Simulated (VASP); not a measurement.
A run of VASP 6.6.1 is set up as follows.

Contents of POSCAR:

```
GaP
1.0
    0.0000000000      2.7106821395      2.7106821395
    2.7106821395      0.0000000000      2.7106821395
    2.7106821395      2.7106821395      0.0000000000
Ga P
1 1
Direct
    0.0000000000      0.0000000000      0.0000000000
    0.2500000000      0.2500000000      0.2500000000
```

The input INCAR.step1:

```
PREC     = Accurate       # precision mode
ENCUT    = 520            # plane-wave cutoff, eV
ISMEAR   = 0              # smearing method
SIGMA    = 0.01           # smearing width, eV
LREAL    = False          # projectors in reciprocal space
LASPH    = True           # aspherical terms in the spheres
NELM     = 100            # most SCF steps
NBANDS   = 16             # bands
GGA      = PE             # functional
ALGO     = Normal         # electronic algorithm
EDIFF    = 1E-4           # SCF threshold, eV
LWAVE    = True           # write WAVECAR
LCHARG   = False          # write CHGCAR
```

INCAR.step2

```
PREC     = Accurate       # precision mode
ENCUT    = 520            # plane-wave cutoff, eV
EDIFF    = 1E-7           # SCF threshold, eV
ISMEAR   = 0              # smearing method
SIGMA    = 0.01           # smearing width, eV
LREAL    = False          # projectors in reciprocal space
LASPH    = True           # aspherical terms in the spheres
NELM     = 100            # most SCF steps
ALGO     = Normal         # electronic algorithm
ISIF     = 2              # what is computed and relaxed
LWAVE    = False          # write WAVECAR
LCHARG   = False          # write CHGCAR
METAGGA  = R2SCAN         # meta-GGA
LMIXTAU  = True         
NBANDS   = 16             # bands
ISTART   = 1
```

File KPOINTS:

```
regular mesh
0
Gamma
  8 8 8
```

Potentials or basis: VASP PAW PBE potentials, release 64 (Ga_d, P).

Launch:

```sh
$ cat potpaw_PBE.64/Ga_d/POTCAR potpaw_PBE.64/P/POTCAR > POTCAR
$ cp INCAR.step1 INCAR
$ mpirun -np 1 vasp_std > vasp.out
$ cp INCAR.step2 INCAR
$ mpirun -np 1 vasp_std > vasp.out
```

Q: What does it give for the band gap on the k mesh?

A: 1.88 eV, indirect (least direct gap 2.49 eV).

Q: What does it give for the pressure?

A: 1.4 GPa.

Caveat: the cell differs from its parent crystal (strain -0.5%); the PAW data sets were made with another functional, which shifts forces and pressure a little. A k mesh can miss the band edges.
